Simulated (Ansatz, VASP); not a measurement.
One calculation of TaN, two programs

File INCAR:

```
PREC = Accurate
ENCUT = 520
EDIFF = 1E-6
ISMEAR = 0
SIGMA = 0.1
LREAL = False
LASPH = True
NELM = 80
ALGO = Normal
ISIF = 2
LWAVE = False
LCHARG = False
LDIPOL = True
IDIPOL = 3
DIPOL = 0.5 0.5 0.500
GGA = PS
NBANDS = 42
```

KPOINTS

```
regular mesh
0
Gamma
  12 12 1
```

File POSCAR:

```
TaN
1.0
    2.9239890448      0.0000000000      0.0000000000
   -1.4619945224      2.5322487932      0.0000000000
    0.0000000000      0.0000000000     25.0475467489
Ta N
4 4
Direct
    0.3333333333      0.6666666667      0.2994305221
    0.3333333333      0.6666666667      0.4140416523
    0.3333333333      0.6666666667      0.5286527826
    0.3333333333      0.6666666667      0.6432639128
    0.0000000000      0.0000000000      0.3567360872
    0.0000000000      0.0000000000      0.4713472174
    0.0000000000      0.0000000000      0.5859583477
    0.0000000000      0.0000000000      0.7005694779
```

Input for Ansatz:

```yaml
crystal:
  lattice:
    - [2.9239890448, 0.0, 0.0]
    - [-1.4619945224, 2.5322487932, 0.0]
    - [0.0, 0.0, 25.0475467489]
  atoms:
    - { symbol: Ta, position: [0.3333333333, 0.6666666667, 0.2994305221] }
    - { symbol: "N", position: [0.0, 0.0, 0.3567360872] }
    - { symbol: Ta, position: [0.3333333333, 0.6666666667, 0.4140416523] }
    - { symbol: "N", position: [0.0, 0.0, 0.4713472174] }
    - { symbol: Ta, position: [0.3333333333, 0.6666666667, 0.5286527826] }
    - { symbol: "N", position: [0.0, 0.0, 0.5859583477] }
    - { symbol: Ta, position: [0.3333333333, 0.6666666667, 0.6432639128] }
    - { symbol: "N", position: [0.0, 0.0, 0.7005694779] }
basis:
  ecutwfc: 420
kpoints:
  mp_grid: { grid: [12, 12, 1] }
hamiltonian:
  xc: pbesol
scf:
  occupations: { method: gaussian, width: 0.1 }
output:
  forces: true
  stress: true
  eigenvalues: true
  write_density: true
  write_potential: true
  elf: true
  volumetric_format: npy
efield:
  axis: 3
  dipole_correction: true
  ramp_width: 0.04
```

Alike in both runs: task single point; functional PBEsol; k mesh 12 × 12 × 1; occupations gaussian, width 0.1 eV; no spin polarisation.

```csv
,VASP,Ansatz
version,VASP 6.6.1,Ansatz 0.2.0
potentials or method,"VASP PAW PBE potentials, release 64 (Ta_pv, N), cutoff 520 eV","scalar-relativistic, plane waves, PAW"
valence electrons in the cell,64,72
```

```tsv
	VASP	Ansatz	Ansatz less VASP
gap on the k mesh at the Fermi level (eV)	none	none	-
rms of the force components (eV/Å)	1.933	1.943	+0.0092
```

VASP's potentials were made for PBE, not for PBEsol. A gap of «none» marks a metal or a gap that the smearing closes. VASP's potentials hold 64 valence electrons a cell and Ansatz's 72, so a difference there can come from the potentials and not from the codes. Ansatz's warnings: xc potential rough in thin density.

Neither program's run includes spin-orbit coupling.
